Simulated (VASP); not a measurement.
Ir: single point with r2SCANh

Ir:

```
Ir
1.0
     2.75138    0.00000    0.00000
    -1.37569    2.38276    0.00000
     0.00000    0.00000    4.46229
Ir
2
Direct
  0.33333 0.66667 0.25000
  0.66667 0.33333 0.75000
```

This isn't the form of Ir at room conditions, which is fcc.

```json
{
 "Program": "VASP 6.6.1",
 "Task": "single point",
 "Functional": "r2SCANh",
 "Potentials or basis": "VASP PAW PBE potentials, release 64 (Ir)",
 "Cutoff": "520 eV",
 "k mesh": "6 × 6 × 3",
 "Occupations": "fermi-dirac, width 0.05 eV",
 "Spin": "no spin polarisation",
 "Dipole correction": "no",
 "Grid for exact exchange (PRECFOCK)": "Normal",
 "Further INCAR settings": "ALGO = Normal; EDIFF = 1e-06; NBANDS = 16",
 "Share of exact exchange": "0.1"
}
```

```
Pressure               : -10.4 GPa
Band gap on the k mesh : zero (bands 9 and 10 overlap by 3.77 eV)
```

Stress tensor (GPa, compression positive):
```
 -5.73   0.00   0.00
  0.00  -5.73   0.00
  0.00   0.00 -19.74
```

Levels at points of the mesh, in eV from the Fermi level:
| k point | band 8 | band 9 | band 10 | band 11 | band 12 | band 13 |
| --- | --- | --- | --- | --- | --- | --- |
| (0.00, 0.00, 0.00) | -2.63 | -2.63 | -0.81 | 0.61 | 0.61 | 7.79 |
| (0.50, 0.00, 0.00) | 1.02 | 1.26 | 1.44 | 3.39 | 4.97 | 9.17 |

It took 9.3 min on 1 thread of Intel(R) Xeon(R) 6975P-C (Granite Rapids), on a shared host, peak memory 0.17 GiB.

Caveat: the k points lie up to 0.47 Å⁻¹ apart, too coarse for converged energies and pressures of a metal; the PAW data sets were made with another functional, which shifts forces and pressure a little; spin-orbit coupling is left out, which moves the levels of the heavy elements.
